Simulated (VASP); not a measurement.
Here is a VASP 6.6.1 calculation.

Contents of POSCAR:

```
AlN
1.0
    3.1066653383      0.0000000000      0.0000000000
   -1.5533326691      2.6904511040      0.0000000000
    0.0000000000      0.0000000000      4.9784048429
Al N
2 2
Direct
    0.2609084097      0.6666666667     -0.0886974966
    0.6666666667      0.3333333333      0.5016929024
    0.3333333333      0.6666666667      0.3833070976
    0.6666666667      0.3333333333      0.8833070976
```

File INCAR.step1:

```
SYSTEM = AlN
PREC = Accurate
ENCUT = 520
ISMEAR = 0
SIGMA = 0.05
LREAL = .False.
LASPH = .True.
NELM = 80
NBANDS = 16
GGA = PE
ALGO = Normal
EDIFF = 1E-4
LWAVE = .True.
LCHARG = .False.
```

INCAR.step2

```
SYSTEM = AlN
PREC = Accurate
ENCUT = 520
EDIFF = 1E-6
ISMEAR = 0
SIGMA = 0.05
LREAL = .False.
LASPH = .True.
NELM = 80
ALGO = Normal
ISIF = 2
LWAVE = .False.
LCHARG = .False.
METAGGA = R2SCAN
LMIXTAU = .True.
NBANDS = 16
ISTART = 1
```

The input KPOINTS:

```
regular mesh
0
Gamma
  12 12 6
  0 0 0
```

Potentials or basis: VASP PAW PBE potentials, release 64 (Al, N).

Launch:

```console
$ cat potpaw_PBE.64/Al/POTCAR potpaw_PBE.64/N/POTCAR > POTCAR
$ cp INCAR.step1 INCAR
$ mpirun -np 1 vasp_std > vasp.out
$ cp INCAR.step2 INCAR
$ mpirun -np 1 vasp_std > vasp.out
```

Q: What does it give for the largest force?

A: 8.329 eV/Å.

Q: What does it give for the band gap on the k mesh?

A: 3.70 eV.

Forces in eV/Å, atoms in the order of the input:
```
Al   6.845  2.545  4.005
Al  -0.281 -0.074 -3.489
N   -0.303  0.015  1.254
N   -6.262 -2.486 -1.769
```

Caveat: the cell differs from its parent crystal (atom 1 (Al) moved by (-0.225, -0.450) A along x and z); the PAW data sets were made with another functional, which shifts forces and pressure a little. A k mesh can miss the band edges.
